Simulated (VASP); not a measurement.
Runs of VASP 6.6.1 on BP. The structure is that of space group F-43m (No. 216), or close to it. The cells are those of the table. 

```tsv
task	cell	k mesh	cutoff (eV)	smearing	ions in elastic constants	gap on the mesh (eV)	pressure (GPa)
single point	a = 3.209 Å, angles 60.0°, 2 atoms	6 × 6 × 6	520	gaussian 0.1 eV	-	1.33	1.0
single point	a = 3.216 Å, angles 60.0°, 2 atoms	12 × 12 × 12	500	methfessel-paxton 0.05 eV	-	1.25	-0.2
single point	a = 3.216 Å, angles 60.0°, 2 atoms	12 × 12 × 12	500	gaussian 0.01 eV	-	1.25	-0.2
single point	a = 3.184 Å, angles 60.0°, 2 atoms	10 × 10 × 10	520	gaussian 0.02 eV	-	1.21	(b)
single point	a = 3.216 Å, angles 60.0°, 2 atoms	10 × 10 × 10	520	gaussian 0.02 eV	-	1.25	-0.2
single point	a = 3.320 Å, angles 60.0°, 2 atoms	10 × 10 × 10	520	gaussian 0.02 eV	-	1.37	-13.0
single point	a = 3.082 Å, angles 60.0°, 2 atoms	10 × 10 × 10	520	gaussian 0.02 eV	-	(a)	26.0
```

Alike in all rows: level PBE; potentials or basis VASP PAW PBE potentials, release 64 (B, P); no spin polarisation.

Problem. Estimate the missing entries.

Solution. (a) 1.07; (b) 5.0.

A k mesh can miss the band edges.
